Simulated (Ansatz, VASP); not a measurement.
# One calculation of C18Se, two programs

```
CELL_PARAMETERS angstrom
7.39800 0.00000 0.00000
-3.69900 6.40686 0.00000
0.00000 0.00000 12.00000
ATOMIC_POSITIONS crystal
C 0.00294 0.00484 0.07883
C 0.22585 0.11569 0.07919
C 0.99909 0.33722 0.08420
C 0.22344 0.44586 0.10380
C 0.00439 0.67324 0.07746
C 0.22238 0.78377 0.08415
C 0.33568 0.00532 0.07913
C 0.55859 0.11614 0.07886
C 0.33915 0.33723 0.08423
C 0.55711 0.44775 0.07747
C 0.33806 0.67513 0.10380
C 0.56241 0.78375 0.08418
C 0.67067 0.00531 0.07918
C 0.89086 0.11568 0.07918
C 0.66886 0.33671 0.07521
C 0.89165 0.44775 0.07749
C 0.66985 0.67325 0.07745
C 0.89265 0.78427 0.07521
Se 0.28072 0.56050 0.27098
```

Alike in both runs: functional PBE; k mesh 2 × 2 × 1; occupations fermi-dirac, width 0.05 eV; no spin polarisation.

Ansatz relaxed the structure, and its values are those at the end. VASP's run is a single point on that final structure, the one shown.

|  | VASP | Ansatz |
| --- | --- | --- |
| version | VASP 6.6.1 | Ansatz 0.2.0 |
| potentials or method | VASP PAW PBE potentials, release 64 (C, Se), cutoff 520 eV | scalar-relativistic, plane waves, PAW |
| valence electrons in the cell | 78 | 88 |

|  | VASP | Ansatz | Ansatz less VASP |
| --- | --- | --- | --- |
| rms of the force components (eV/Å) | 0.007 | 0.003 | -0.0047 |

VASP's potentials hold 78 valence electrons a cell and Ansatz's 88, so a difference there can come from the potentials and not from the codes. Ansatz's warnings: xc potential rough in thin density.

The k mesh is coarse, so the values compare programs but aren't converged.
